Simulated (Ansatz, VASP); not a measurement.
One calculation of Sr3RuO, two programs

```
Sr Ru O
1.0
     3.70555    0.00000    0.00000
     0.00000    3.70555    0.00000
     0.00000    0.00000   18.67963
Sr Ru O
6 2 2
Cartesian
  0.0000 1.8528 14.5900
  1.8528 0.0000 17.4148
  1.8528 0.0000 4.0897
  0.0000 1.8528 1.2649
  1.8528 0.0000 7.4702
  0.0000 1.8528 11.2094
  0.0000 1.8528 5.6899
  1.8528 0.0000 12.9898
  0.0000 1.8528 17.4410
  1.8528 0.0000 1.2387
```

Alike in both runs: functional PBE; k mesh 8 × 8 × 2; occupations gaussian, width 0.1 eV; no spin polarisation.

Ansatz relaxed the structure, and its values are those at the end. VASP's run is a single point on that final structure, the one shown.

|  | VASP | Ansatz |
| --- | --- | --- |
| version | VASP 6.6.1 | Ansatz 0.2.0 |
| potentials or method | VASP PAW PBE potentials, release 64 (Sr_sv, Ru_pv, O), cutoff 520 eV | scalar-relativistic, plane waves, PAW |
| valence electrons in the cell | 100 | 104 |

|  | VASP | Ansatz | Ansatz less VASP |
| --- | --- | --- | --- |
| gap on the k mesh at the Fermi level (eV) | none | none | - |
| pressure (GPa) | 0.3 | 0.0 | -0.25 |
| rms of the force components (eV/Å) | 0.014 | 0.001 | -0.0133 |

A gap of «none» marks a metal or a gap that the smearing closes. VASP's potentials hold 100 valence electrons a cell and Ansatz's 104, so a difference there can come from the potentials and not from the codes.
